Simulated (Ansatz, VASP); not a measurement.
# C in VASP and in Ansatz

```xyz
8
Lattice="2.5181 0.0000 0.0000 -1.2590 2.1807 0.0000 0.0000 0.0000 8.3047" Properties=species:S:1:pos:R:3 pbc="T T T"
C     0.0000   -0.0232    0.7721
C     0.0000    0.0232    4.9245
C     0.0000    0.0232    3.3802
C     0.0000   -0.0232    7.5326
C     0.0000    1.4348    1.2916
C     1.2590    0.7459    5.4440
C     0.0000    1.4728    2.8607
C     1.2590    0.7079    7.0131
```

Change from the starting cell: mode 4 frozen in at +0.000 Å and mode 5 at -0.023 Å (largest displacements).

Alike in both runs: task single point; functional PBE; k mesh 12 × 12 × 4; occupations gaussian, width 0.05 eV; no spin polarisation.

|  | VASP | Ansatz |
| --- | --- | --- |
| version | VASP 6.6.1 | Ansatz 0.2.0 |
| potentials or method | VASP PAW PBE potentials, release 64 (C), cutoff 520 eV | scalar-relativistic, plane waves, PAW |
| valence electrons in the cell | 32 | 32 |

```csv
,VASP,Ansatz,Ansatz less VASP
gap on the k mesh at the Fermi level (eV),4.53,4.54,+0.010
least direct gap on the mesh (eV),5.30,5.30,+0.007
pressure (GPa),0.6,0.0,-0.62
rms of the force components (eV/Å),0.082,0.082,0.0000
```

Atom by atom the forces differ by 0.002 eV/Å (rms over components).
